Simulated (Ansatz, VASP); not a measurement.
## Sb in VASP and in Ansatz

```
Sb
1.0
     3.20158    0.00000    0.00000
     0.00000    3.20158    0.00000
     0.00000    0.00000    3.20158
Sb
1
Direct
  0.00000 0.00000 0.00000
```

Alike in both runs: task single point; functional r2SCAN0; k mesh 4 × 4 × 4; occupations fermi-dirac, width 0.05 eV; no spin polarisation.

|  | VASP | Ansatz |
| --- | --- | --- |
| version | VASP 6.6.1 | Ansatz 0.2.0 |
| potentials or method | VASP PAW PBE potentials, release 64 (Sb_d_GW) | Ansatz PAW |
| plane-wave cutoff (eV) | 440 | 500 |
| valence electrons in the cell | 15 | 15 |

Ansatz gave:

| Property | Result |
| --- | --- |
| gap on the k mesh at the Fermi level (eV) | none |
| pressure (GPa) | -7.5 |

Problem. Which values does VASP return?

Solution. gap on the k mesh at the Fermi level (eV): none; pressure (GPa): -7.6.

VASP's potentials were made for PBE, not for r2SCAN0. A gap of «none» marks a metal or a gap that the smearing closes. The functional is the same, so the differences come from potentials, cutoffs and numerics.

The k mesh is coarse, so the values compare programs but aren't converged. Spin-orbit coupling is off throughout.
